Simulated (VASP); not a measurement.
# Zr (P6/mmm) in VASP: notebook

Zr is run at these levels: PBE; tasks: density of states.

Program: VASP 6.6.1. These are calculated values, not measurements. Logs are shortened: lines on timing, memory, paths and dates and some standing lists are left out, and cuts for length are marked.

### 1 The cell of the first run

It takes space group P6/mmm (No. 191, hexagonal). The conventional cell has a = 3.916 Å, b = 3.916 Å, c = 2.246 Å, α = 90.00°, β = 90.00°, γ = 120.00°. Within 3.0 Å of Zr (site symmetry 6/mmm) lie 14 Zr at 2.25 to 2.52 Å. Within 3.0 Å of Zr (site symmetry -6m2) lie 11 Zr at 2.25 to 2.52 Å.

### 2 Density of states, PBE (volume scaled by 0.43)

POSCAR

```
Zr
1.0
    3.9163052267      0.0000000000      0.0000000000
   -1.9581526134      3.3916198153      0.0000000000
    0.0000000000      0.0000000000      2.2462186958
Zr
3
Direct
    0.0000000000      0.0000000000      0.0000000000
    0.3333333333      0.6666666667      0.5000000000
    0.6666666667      0.3333333333      0.5000000000
```

INCAR.step1

```
  PREC = Accurate
  ENCUT = 520
  EDIFF = 1E-6
  ISMEAR = -1
  SIGMA = 0.1
  LREAL = False
  LASPH = True
  NELM = 100
  ALGO = Normal
  ISIF = 2
  LWAVE = False
  LCHARG = True
  LMAXMIX = 4
  GGA = PE
  NBANDS = 25
```

KPOINTS.step1

```
regular mesh
0
Gamma
  8 8 11
```

INCAR.step2

```
  PREC = Accurate
  ENCUT = 520
  EDIFF = 1E-6
  ISMEAR = -5
  SIGMA = 0.1
  LREAL = False
  LASPH = True
  NELM = 100
  ALGO = Normal
  ISIF = 2
  LWAVE = False
  LCHARG = False
  LMAXMIX = 4
  GGA = PE
  LORBIT = 11
  NEDOS = 1001
  ICHARG = 11
```

KPOINTS.step2

```
regular mesh
0
Gamma
  12 12 17
```

Potentials or basis: VASP PAW PBE potentials, release 64 (Zr_sv).

The run is started by

```console
$ cat potpaw_PBE.64/Zr_sv/POTCAR > POTCAR
$ cp INCAR.step1 INCAR
$ cp KPOINTS.step1 KPOINTS
$ mpirun -np 1 vasp_std > vasp.out
$ cp INCAR.step2 INCAR
$ cp KPOINTS.step2 KPOINTS
$ mpirun -np 1 vasp_std > vasp.out
```

OUTCAR:

```text
PREC = Accurate
   ENCUT = 520
   EDIFF = 1E-6
   ISMEAR = -5
   LREAL = False
   LASPH = True
   NELM = 100
   ISIF = 2
   GGA = PE
   LORBIT = 11
   ICHARG = 11

 ion  position               nearest neighbor table
   1  0.000  0.000  0.000-   2 2.52   3 2.52   2 2.52   3 2.52   3 2.52   3 2.52   2 2.52   2 2.52
                             3 2.52   3 2.52   2 2.52   2 2.52
   2  0.333  0.667  0.500-   3 2.26   3 2.26   3 2.26   1 2.52   1 2.52   1 2.52   1 2.52   1 2.52
                             1 2.52   3 3.19   3 3.19   3 3.19   3 3.19   3 3.19   3 3.19
   3  0.667  0.333  0.500-   2 2.26   2 2.26   2 2.26   1 2.52   1 2.52   1 2.52   1 2.52   1 2.52
                             1 2.52   2 3.19   2 3.19   2 3.19   2 3.19   2 3.19   2 3.19

  LATTYP: Found a hexagonal cell.
 ALAT       =     3.9163052267
 C/A-ratio  =     0.5735555749

  Lattice vectors:

 A1 = (   3.9163052267,   0.0000000000,   0.0000000000)
 A2 = (  -1.9581526134,   3.3916198153,   0.0000000000)
 A3 = (   0.0000000000,   0.0000000000,   2.2462186958)

Analysis of symmetry for initial positions (statically):
=====================================================================
 Subroutine PRICEL returns:
 Original cell was already a primitive cell.

 Routine SETGRP: Setting up the symmetry group for a
 hexagonal supercell.

 Subroutine GETGRP returns: Found 24 space group operations
 (whereof 24 operations were pure point group operations)
 out of a pool of 24 trial point group operations.

The static configuration has the point symmetry D_6h.

Analysis of symmetry for dynamics (positions and initial velocities):
=====================================================================
 Subroutine PRICEL returns:
 Original cell was already a primitive cell.

 Routine SETGRP: Setting up the symmetry group for a
 hexagonal supercell.

 Subroutine GETGRP returns: Found 24 space group operations
 (whereof 24 operations were pure point group operations)
 out of a pool of 24 trial point group operations.

The dynamic configuration has the point symmetry D_6h.

 Subroutine INISYM returns: Found 24 space group operations
 (whereof 24 operations are pure point group operations),
 and found     1 'primitive' translations

----------------------------------------------------------------------------------------
[... 95 lines left out ...]
   ENCUT  =  520.0 eV  38.22 Ry    6.18 a.u.   7.28  7.28  4.18*2*pi/ulx,y,z
   NELM   =    100;   NELMIN=  2; NELMDL=  0     # of ELM steps
   EDIFF  = 0.1E-05   stopping-criterion for ELM
   LREAL  =      F    real-space projection
   EDIFFG = 0.1E-04   stopping-criterion for IOM
   NSW    =      0    number of steps for IOM
   IBRION =     -1    ionic relax: 0-MD 1-quasi-New 2-CG
   NFREE  =      0    steps in history (QN), initial steepest desc. (CG)
   ISIF   =      2    stress and relaxation
   ISYM   =      2    0-nonsym 1-usesym 2-fastsym
   POTIM  = 0.5000    time-step for ionic-motion
   TEBEG  =    0.0;   TEEND  =   0.0 temperature during run
   PSTRESS=    0.0 pullay stress
   NELECT =      36.0000    total number of electrons
   NUPDOWN=      -1.0000    fix difference up-down
   EMIN   =  10.00;   EMAX   =-10.00  energy-range for DOS
   EFERMI =   0.00;   METHOD = LEGACY
   ISMEAR =    -5;   SIGMA  =   0.10  broadening in eV -4-tet -1-fermi 0-gaus
   EFERMI_NEDOS =   21; number of points for ismear=-14 and -15
   IALGO  =     38    algorithm
   IMIX   =      4    mixing-type and parameters
     AMIX     =   0.40;   BMIX     =  1.00
     AMIX_MAG =   1.60;   BMIX_MAG =  1.00
  volume/ion in A,a.u.               =       9.95        67.11
  Fermi-wavevector in a.u.,A,eV,Ry     =   1.742865  3.293537 41.328764  3.037578
  Thomas-Fermi vector in A             =   2.815048
   LORBIT       =     11    0 simple, 1 ext, 2 COOP (PROOUT), +10 PAW based schemes
   GGA     = PE    functional components
   LHFCALC =     F    Hartree Fock is set to
   AEXX    =    0.0000 exact exchange contribution
   IVDW    =     0    specifies the selected vdW correction
   LEPSILON=     F    determine dielectric tensor
   LRPA    =     F    only Hartree local field effects (RPA)
 non-spin polarized calculation
 Fermi weights with tetrahedron method with Bloechl corrections
  energy-cutoff  :      520.00
  volume of cell :       29.84
 maximum number of plane-waves:       819
 NGX is ok and might be reduce to    30

 number of electron      36.0000000 magnetization

 Free energy of the ion-electron system (eV)
  ---------------------------------------------------
  ext. energy  EPLUGINS =         0.00000000
  ---------------------------------------------------
  free energy    TOTEN  =        -4.56819525 eV

  energy without entropy =       -4.56819525  energy(sigma->0) =       -4.56819525

 E-fermi :  22.2928     XC(G=0): -15.6398

 val. band max:       22.4113759593   @ k =   0.0833  -0.0000   0.1176
 cond. band min:      22.1249030565   @ k =   0.2500   0.2500   0.2941
 fundamental gap:     -0.2864729028
 Fermi energy:        22.2928494495

 k-point     1 :       0.0000    0.0000    0.0000
  band No.  band energies     occupation
      1     -28.6249      2.00000
      2     -25.6291      2.00000
      3     -25.5460      2.00000
      4      -7.7392      2.00000
      5      -7.7391      2.00000
      6      -6.7594      2.00000
[... 589 lines left out ...]
     21      24.8748      0.00000
     22      26.0992      0.00000

 [... further k-points ...]
[... 5 lines left out ...]
  --------------------------------------------------------------------------------------
  -------------------------------------------------------------------------------------
  Total       60.5913471     60.5913471     60.6925903     -0.0000000     -0.0000000      0.0000000
  in kB     3253.7595576   3253.7595576   3259.1963227     -0.0000000     -0.0000000      0.0000000
  external PRESSURE =    3255.5718127 kB  Pullay stress =       0.0000000 kB

 VOLUME and BASIS-vectors are now :
 -----------------------------------------------------------------------------
  energy-cutoff  :      520.00
  volume of cell :       29.84
      direct lattice vectors                 reciprocal lattice vectors
     3.916305227  0.000000000  0.000000000     0.255342713  0.147422184  0.000000000
    -1.958152613  3.391619815  0.000000000     0.000000000  0.294844368  0.000000000
     0.000000000  0.000000000  2.246218696     0.000000000  0.000000000  0.445192626

 POSITION                                       TOTAL-FORCE (eV/Angst)
 -----------------------------------------------------------------------------------
      0.00000      0.00000      0.00000        -0.000000      0.000000      0.000000
     -0.00000      2.26108      1.12311        -0.000000      0.000000      0.000000
      1.95815      1.13054      1.12311         0.000000      0.000000      0.000000
 -----------------------------------------------------------------------------------
    total drift:                               -0.000000      0.000000     -0.000000

  FREE ENERGIE OF THE ION-ELECTRON SYSTEM (eV)
  ---------------------------------------------------
  free  energy   TOTEN  =        -4.5681952480 eV

  energy  without entropy=       -4.5681952480  energy(sigma->0) =       -4.56819525

 total charge

# of ion       s       p       d       tot
------------------------------------------
    1        2.331   6.003   3.596  11.929
    2        2.300   6.017   3.649  11.965
    3        2.300   6.017   3.649  11.965
--------------------------------------------------
tot          6.931  18.036  10.893  35.860
```

OUTCAR.step1:

```text
PREC = Accurate
   ENCUT = 520
   EDIFF = 1E-6
   ISMEAR = -1
   LREAL = False
   LASPH = True
[... 900 lines left out ...]
      0.00000      0.00000      0.00000        -0.000000      0.000000      0.000000
     -0.00000      2.26108      1.12311        -0.000000      0.000000      0.000000
      1.95815      1.13054      1.12311         0.000000      0.000000     -0.000000
 -----------------------------------------------------------------------------------
    total drift:                               -0.000000      0.000000      0.000000

  FREE ENERGIE OF THE ION-ELECTRON SYSTEM (eV)
  ---------------------------------------------------
  free  energy   TOTEN  =        -4.6339521470 eV

  energy  without entropy=       -4.5958011854  energy(sigma->0) =       -4.61487667
```

OSZICAR.step1:

```text
N       E                     dE             d eps       ncg     rms          rms(c)
DAV:   1     0.422611996693E+03    0.42261E+03   -0.21119E+04  3000   0.161E+03
DAV:   2     0.194393370110E+02   -0.40317E+03   -0.39398E+03  3354   0.482E+02
DAV:   3    -0.379278100038E+01   -0.23232E+02   -0.22331E+02  5178   0.939E+01
DAV:   4    -0.455089825881E+01   -0.75812E+00   -0.73699E+00  3536   0.159E+01
DAV:   5    -0.456946166837E+01   -0.18563E-01   -0.18520E-01  4123   0.214E+00    0.963E+01
DAV:   6    -0.438984016231E+01    0.17962E+00   -0.88279E-01  4755   0.693E+00    0.510E+01
DAV:   7    -0.461257382084E+01   -0.22273E+00   -0.97758E-01  4872   0.616E+00    0.309E+00
DAV:   8    -0.463302090360E+01   -0.20447E-01   -0.70707E-02  3739   0.245E+00    0.930E-01
DAV:   9    -0.463425610710E+01   -0.12352E-02   -0.22034E-02  3696   0.149E+00    0.207E-01
DAV:  10    -0.463404528161E+01    0.21083E-03   -0.14335E-03  3808   0.308E-01    0.455E-02
DAV:  11    -0.463396608721E+01    0.79194E-04   -0.10369E-04  4293   0.816E-02    0.394E-02
DAV:  12    -0.463395512008E+01    0.10967E-04   -0.66364E-06  3768   0.178E-02    0.130E-02
DAV:  13    -0.463395231635E+01    0.28037E-05   -0.97291E-07  1924   0.937E-03    0.369E-03
DAV:  14    -0.463395214704E+01    0.16931E-06   -0.26321E-07  1743   0.353E-03
   1 F= -.46339521E+01 E0= -.46148767E+01  d E =-.381510E-01
```

It took 2.5 min on 1 thread of Intel Xeon 8259CL, shared host; peak memory 0.2 GiB.

Results:

- Valence electrons inside the program's atomic spheres: Zr 11.93, 11.96

Levels at points of the mesh, in eV from the Fermi level:
```csv
k point,band 15,band 16,band 17,band 18,band 19,band 20,band 21,band 22
"(0.00, 0.00, 0.00)",-0.47,-0.45,0.71,0.71,1.54,1.54,1.81,1.81
"(0.50, 0.00, 0.00)",-3.66,-2.92,-1.74,-1.68,1.47,1.56,2.52,5.93
```

Caveat: tetrahedron occupations give inexact forces and stress in metals.

### 3 Density of states, PBE (volume scaled by 0.43)

POSCAR is that of step 2.

INCAR.step1

```
SYSTEM = Zr
PREC     = Accurate       ! precision mode
ENCUT    = 520            ! plane-wave cutoff, eV
EDIFF    = 1E-7           ! SCF threshold, eV
ISMEAR   = -1             ! smearing method
SIGMA    = 0.1            ! smearing width, eV
LREAL    = .False.        ! projectors in reciprocal space
LASPH    = .True.         ! aspherical terms in the spheres
NELM     = 100            ! most SCF steps
ALGO     = Normal         ! electronic algorithm
ISIF     = 2              ! what is computed and relaxed
LWAVE    = .False.        ! write WAVECAR
LCHARG   = .True.         ! write CHGCAR
LMAXMIX  = 4              ! l up to which the mixer works
GGA      = PE             ! functional
NBANDS   = 25             ! bands
```

KPOINTS.step1

```
regular mesh
0
Gamma
  8 8 11
  0 0 0
```

INCAR.step2

```
SYSTEM = Zr
PREC     = Accurate       ! precision mode
ENCUT    = 520            ! plane-wave cutoff, eV
EDIFF    = 1E-7           ! SCF threshold, eV
ISMEAR   = -5             ! smearing method
SIGMA    = 0.1            ! smearing width, eV
LREAL    = .False.        ! projectors in reciprocal space
LASPH    = .True.         ! aspherical terms in the spheres
NELM     = 100            ! most SCF steps
ALGO     = Normal         ! electronic algorithm
ISIF     = 2              ! what is computed and relaxed
LWAVE    = .False.        ! write WAVECAR
LCHARG   = .False.        ! write CHGCAR
LMAXMIX  = 4              ! l up to which the mixer works
GGA      = PE             ! functional
LORBIT   = 10             ! projections on sites
NBANDS   = 25             ! bands
NEDOS    = 2001           ! points of the DOS
ICHARG   = 11             ! starting density
```

KPOINTS.step2

```
regular mesh
0
Gamma
  12 12 17
  0 0 0
```

Potentials or basis: VASP PAW PBE potentials, release 64 (Zr_sv).

The run is started by

```console
$ cat potpaw_PBE.64/Zr_sv/POTCAR > POTCAR
$ cp INCAR.step1 INCAR
$ cp KPOINTS.step1 KPOINTS
$ mpirun -np 1 vasp_std > vasp.out
$ cp INCAR.step2 INCAR
$ cp KPOINTS.step2 KPOINTS
$ mpirun -np 1 vasp_std > vasp.out
```

Wall time 3.1 min (1 thread of Intel Xeon 8259CL, shared host); peak memory 0.22 GiB.

It converged, with:

```
Valence electrons inside the program's atomic spheres : Zr 11.93, 11.96
```

Levels at points of the mesh, in eV from the Fermi level:
```tsv
k point	band 16	band 17	band 18	band 19	band 20	band 21
(0.00, 0.00, 0.00)	-0.45	0.71	0.71	1.54	1.54	1.81
(0.50, 0.00, 0.00)	-2.92	-1.74	-1.68	1.47	1.56	2.52
```

Caveat: tetrahedron occupations give inexact forces and stress in metals.
